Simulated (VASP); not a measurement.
W:

```
W
1.0
    -1.59282    1.59282    1.59282
     1.59282   -1.59282    1.59282
     1.59282    1.59282   -1.59282
W
1
Direct
  0.00000 0.00000 0.00000
```

Base run:

| Property | Result |
| --- | --- |
| Program | VASP 6.6.1 |
| Functional | BLYP |
| Dispersion | D4 |
| Potentials or basis | VASP PAW PBE potentials, release 64 (W_sv) |
| Cutoff | 520 eV |
| k mesh | 12 × 12 × 12 |
| Occupations | fermi-dirac, width 0.05 eV |
| Spin | no spin polarisation |

Its results: band gap on the k mesh zero (band 7 reaches 16.66 eV, above the bottom of band 8 at 10.45 eV); pressure -2.2 GPa.

**Question.** The run is repeated on the same cell with these changes: functional from BLYP to PBE. What comes out?

**Answer.** Band gap on the k mesh zero (band 7 reaches 16.18 eV, above the bottom of band 8 at 9.96 eV); pressure -6.5 GPa.

PBE binds more tightly than BLYP, so the same cell stands under less pressure.

Caveats: spin-orbit coupling is left out, which moves the levels of the heavy elements; pairwise dispersion overbinds metals, which lowers pressure and volume; the PAW data sets were made with another functional, which shifts forces and pressure a little (some runs).
